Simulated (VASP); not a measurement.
Here is a VASP 6.6.1 calculation.

INCAR

```
ALGO = Normal
EDIFF = 1E-6
ENCUT = 520
GGA = PS
ISIF = 2
ISMEAR = 0
LASPH = T
LCHARG = F
LREAL = F
LWAVE = F
NBANDS = 17
NELM = 80
PREC = Accurate
SIGMA = 0.15
```

The input KPOINTS:

```
k-points
0
Gamma
  14 14 14
```

Contents of POSCAR:

```
PbS
1.0
    3.6536590000      0.0000000000      0.0000000000
    0.0000000000      3.6536590000      0.0000000000
    0.0000000000      0.0000000000      3.8363419500
Pb S
1 1
Direct
    0.0000000000      0.0000000000      0.0000000000
    0.5000000000      0.5000000000      0.5000000000
```

Potentials or basis: VASP PAW PBE potentials, release 64 (Pb_d, S).

Command:

```sh
$ cat potpaw_PBE.64/Pb_d/POTCAR potpaw_PBE.64/S/POTCAR > POTCAR
$ mpirun -np 1 vasp_std > vasp.out
```

**Question.** What does it give for the pressure?

**Answer.** -5.6 GPa.

**Question.** Estimate the band gap on the k mesh.

**Answer.** Zero (bands 10 and 11 overlap by 0.53 eV).

Stress tensor (GPa, compression positive):
```
-4.27  0.00  0.00
 0.00 -4.27  0.00
 0.00  0.00 -8.12
```

Caveat: the cell differs from its parent crystal (strain +0.0500 x Voigt [0, 0, 1, 0, 0, 0]); the cell stands under tension; semilocal functionals underestimate gaps, and a narrow one can read as zero; the PAW data sets were made with another functional, which shifts forces and pressure a little; spin-orbit coupling is left out, which moves the levels of the heavy elements.
